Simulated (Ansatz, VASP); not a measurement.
**NiO: VASP beside Ansatz**

INCAR

```
ALGO = Normal
EDIFF = 1E-8
ENCUT = 520
GGA = PE
ISIF = 2
ISMEAR = -1
ISPIN = 2
LASPH = T
LCHARG = F
LEFG = T
LMAXMIX = 4
LORBIT = 11
LREAL = F
LWAVE = F
MAGMOM = 1.5 0
NBANDS = 19
NELM = 150
PREC = Accurate
SIGMA = 0.03
```

The input KPOINTS:

```
k-points
0
Gamma
  14 14 14
```

The input POSCAR:

```
NiO
1.0
    0.0000000000      2.2027240222      2.2027240222
    2.2027240222      0.0000000000      2.2027240222
    2.2027240222      2.2027240222      0.0000000000
Ni O
1 1
Direct
    0.0000000000      0.0000000000      0.0000000000
    0.2500000000      0.2500000000      0.2500000000
```

Input for Ansatz:

```yaml
crystal:
  lattice:
    - [0.0, 2.2027240222, 2.2027240222]
    - [2.2027240222, 0.0, 2.2027240222]
    - [2.2027240222, 2.2027240222, 0.0]
  atoms:
    - { symbol: Ni, position: [0.0, 0.0, 0.0], spin: 1.5 }
    - { symbol: O, position: [0.25, 0.25, 0.25] }
magnetization:
  spin_polarized: true
kpoints:
  mp_grid: { grid: [14, 14, 14] }
scf:
  occupations: { method: fermi_dirac, width: 0.03 }
hamiltonian:
  xc: pbe
  pseudopotentials: { kind: all_electron, datasets: crystal }
output:
  forces: true
  stress: true
  eigenvalues: true
  efg: { contact_densities: true }
```

Change from the starting cell: volume scaled by 0.95, crystal datasets.

Alike in both runs: task electric field gradients; functional PBE; k mesh 14 × 14 × 14; occupations fermi-dirac, width 0.03 eV; collinear spin.

```csv
,VASP,Ansatz
version,VASP 6.6.1,Ansatz 0.2.0
potentials or method,"VASP PAW PBE potentials, release 64 (Ni, O), cutoff 520 eV","all-electron PAW with datasets made for the crystal, scalar-relativistic"
```

```csv
,VASP,Ansatz,Ansatz less VASP
pressure (GPa),8.3,8.3,+0.02
net moment per atom (μB),0.90,0.93,+0.026
size of the moment on the site where the two differ most (μB),0.34,0.35,+0.014
```

Site moments also hang on the region over which each program counts them. Ansatz ran all-electron here, and VASP with PAW potentials.
